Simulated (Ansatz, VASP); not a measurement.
## SnO2: VASP beside Ansatz

```
CELL_PARAMETERS angstrom
0.00000 2.60802 2.60802
2.60802 0.00000 2.60802
2.60802 2.60802 0.00000
ATOMIC_POSITIONS crystal
Sn 0.00000 0.00000 0.00000
O 0.75000 0.75000 0.75000
O 0.25000 0.25000 0.25000
```

Change from the starting cell: volume scaled by 1.04.

Alike in both runs: task single point; functional PBE; k mesh 9 × 9 × 9; occupations fermi-dirac, width 0.05 eV; no spin polarisation.

|  | VASP | Ansatz |
| --- | --- | --- |
| version | VASP 6.6.1 | Ansatz 0.2.0 |
| potentials or method | VASP PAW PBE potentials, release 64 (Sn_d, O), cutoff 520 eV | all-electron LAPW, scalar-relativistic |

```csv
,VASP,Ansatz,Ansatz less VASP
gap on the k mesh at the Fermi level (eV),none,none,-
pressure (GPa),-6.6,-7.1,-0.52
```

A gap of «none» marks a metal or a gap that the smearing closes. Ansatz ran all-electron here, and VASP with PAW potentials.
